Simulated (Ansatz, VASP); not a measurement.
# NiO in VASP and in Ansatz

Contents of INCAR:

```
SYSTEM = NiO
ALGO = Normal
EDIFF = 1E-7
ENCUT = 520
GGA = PE
ISIF = 2
ISMEAR = 0
ISPIN = 2
LASPH = .True.
LCHARG = .True.
LELF = .True.
LMAXMIX = 4
LORBIT = 11
LREAL = .False.
LVHAR = .True.
LWAVE = .False.
MAGMOM = 1.61 0.33
NBANDS = 19
NELM = 150
PREC = Accurate
SIGMA = 0.15
```

The input KPOINTS:

```
k-points
0
Gamma
  20 20 20
  0 0 0
```

Contents of POSCAR:

```
NiO
1.0
    0.0000000000      2.1958755000      2.1958755000
    2.1958755000      0.0000000000      2.1958755000
    2.1958755000      2.1958755000      0.0000000000
Ni O
1 1
Direct
    0.0000000000      0.0000000000      0.0000000000
    0.5000000000      0.5000000000      0.5000000000
```

Input for Ansatz:

```yaml
crystal:
  lattice:
    - [0.0, 2.1958755, 2.1958755]
    - [2.1958755, 0.0, 2.1958755]
    - [2.1958755, 2.1958755, 0.0]
  atoms:
    - { symbol: Ni, position: [0.0, 0.0, 0.0], spin: 1.61 }
    - { symbol: O, position: [0.5, 0.5, 0.5], spin: 0.33 }
basis:
  ecutwfc: 420
kpoints:
  mp_grid: { grid: [20, 20, 20] }
hamiltonian:
  xc: pbe
scf:
  occupations: { method: gaussian, width: 0.15 }
output:
  forces: true
  stress: true
  eigenvalues: true
  populations: true
  write_density: true
  write_potential: true
  elf: true
  volumetric_format: npy
magnetization:
  spin_polarized: true
```

Change from the starting cell: strain +0.050 along x and y, +0.050 along z, atoms carried along.

Alike in both runs: task single point; functional PBE; k mesh 20 × 20 × 20; occupations gaussian, width 0.15 eV; collinear spin.

|  | VASP | Ansatz |
| --- | --- | --- |
| version | VASP 6.6.1 | Ansatz 0.2.0 |
| potentials or method | VASP PAW PBE potentials, release 64 (Ni, O), cutoff 520 eV | scalar-relativistic, plane waves, PAW |
| valence electrons in the cell | 16 | 24 |

```tsv
	VASP	Ansatz	Ansatz less VASP
gap on the k mesh at the Fermi level (eV)	none	none	-
pressure (GPa)	-16.7	-16.5	+0.21
net moment per atom (μB)	0.97	0.97	+0.007
size of the moment on the site where the two differ most (μB)	0.31	0.33	+0.023
```

Site moments also hang on the region over which each program counts them. A gap of «none» marks a metal or a gap that the smearing closes. VASP's potentials hold 16 valence electrons a cell and Ansatz's 24, so a difference there can come from the potentials and not from the codes.
